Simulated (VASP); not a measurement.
Crystal: Zn.

```
CELL_PARAMETERS angstrom
0.00000 3.19843 3.19843
3.19843 0.00000 3.19843
3.19843 3.19843 0.00000
ATOMIC_POSITIONS crystal
Zn 0.00000 0.00000 0.00000
```

| Quantity | Value |
| --- | --- |
| Program | VASP 6.6.1 |
| Task | relaxation of cell and atoms |
| Functional | PBE |
| Potentials or basis | VASP PAW PBE potentials, release 64 (Zn) |
| Cutoff | 500 eV |
| k mesh | 6 × 6 × 6 |
| Occupations | gaussian, width 0.02 eV |
| Spin | no spin polarisation |

At the start: pressure -0.5 GPa; volume 65.44 Å³/atom.

Q: How do energy, volume and symmetry change on relaxing?

A: Over 13 steps the energy falls by 849.8 meV/atom and the volume is 15.07 Å³/atom (-77.0 %); space group Fm-3m (No. 225, to 0.05 Å).

Step by step:
| step | energy change (eV) | largest force (eV/Å) | pressure (GPa) | volume (Å³) |
| --- | --- | --- | --- | --- |
| 1 | 0.0000 | 0.0000 | -0.47 | 65.44 |
| 2 | -0.0054 | 0.0000 | -0.51 | 63.65 |
| 3 | -0.0244 | 0.0000 | -0.67 | 58.49 |
| 4 | -0.0773 | 0.0000 | -1.15 | 49.01 |
| 5 | -0.2630 | 0.0000 | -3.61 | 33.23 |
| 6 | -0.7193 | 0.0000 | 18.90 | 12.59 |
| 7 | -0.5124 | 0.0000 | -6.77 | 24.83 |
| 8 | -0.7982 | 0.0000 | -5.01 | 18.02 |
| 9 | -0.8497 | 0.0000 | -0.44 | 15.14 |
| 10 | -0.8460 | 0.0000 | 2.66 | 14.58 |
| 11 | -0.8064 | 0.0000 | -4.49 | 17.75 |
| 12 | -0.8491 | 0.0000 | -1.06 | 15.27 |
| 13 | -0.8498 | 0.0000 | -0.07 | 15.07 |

Final structure:
```
CELL_PARAMETERS angstrom
0.00000 1.96033 1.96033
1.96033 0.00000 1.96033
1.96033 1.96033 0.00000
ATOMIC_POSITIONS crystal
Zn 0.00000 0.00000 0.00000
```

Caveat: the volume moved by over 15 % at a fixed basis, so the end points are rough.
